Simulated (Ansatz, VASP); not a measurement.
**Two plane-wave programs on Cu**

```
Cu
1.0
     0.00000    1.75884    1.75884
     1.75884    0.00000    1.75884
     1.75884    1.75884    0.00000
Cu
1
Direct
  0.00000 0.00000 0.00000
```

Alike in both runs: task relaxation of cell and atoms; functional LDA; k mesh 21 × 21 × 21; occupations fermi-dirac, width 0.05 eV; no spin polarisation.

|  | VASP | Ansatz |
| --- | --- | --- |
| version | VASP 6.6.1 | Ansatz 0.2.0 |
| potentials or method | VASP PAW LDA potentials, release 64 (Cu) | PAW with Ansatz's default frozen-core files, scalar-relativistic |
| plane-wave cutoff (eV) | 600 | 420 |
| valence electrons in the cell | 11 | 19 |

```csv
,VASP,Ansatz,Ansatz less VASP
relaxed volume (Å³/atom),10.94,10.88,-0.054
relaxed cell length with the largest relative difference (Å),2.491,2.487,-0.0041
```

LDA's correlation is that of Perdew and Zunger in VASP and of Perdew and Wang (1992) in Ansatz. VASP's potentials hold 11 valence electrons a cell and Ansatz's 19, so a difference there can come from the potentials and not from the codes.
